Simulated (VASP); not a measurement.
## ScAl3: single point with PBEsol

ScAl3:

```
CELL_PARAMETERS angstrom
4.07127 0.00000 0.00000
0.00000 4.07127 0.00000
0.00000 0.00000 4.07127
ATOMIC_POSITIONS crystal
Sc 0.00000 0.00000 0.00000
Al 0.50000 0.50000 0.00000
Al 0.00000 0.50000 0.50000
Al 0.50000 0.00000 0.50000
```

```json
{"Program": "VASP 6.6.1", "Task": "single point", "Functional": "PBEsol", "Potentials or basis": "VASP PAW PBE potentials, release 64 (Sc_sv, Al)", "Cutoff": "520 eV", "k mesh": "7 × 7 × 7", "Occupations": "fermi-dirac, width 0.05 eV", "Spin": "no spin polarisation"}
```

```yaml
Pressure: 0.1 GPa
Band_gap_on_the_k_mesh: zero (bands 10 and 11 overlap by 3.68 eV)
```

Levels at points of the mesh, in eV from the Fermi level:
```csv
k point,band 7,band 8,band 9,band 10,band 11,band 12,band 13,band 14
"(0.00, 0.00, 0.00)",-2.54,-1.71,-1.71,-1.71,1.33,1.39,1.39,1.39
```

Wall time 39 s on 1 thread of Intel Xeon 8259CL (shared host), peak memory 0.17 GiB.

Caveat: the PAW data sets were made with another functional, which shifts forces and pressure a little.
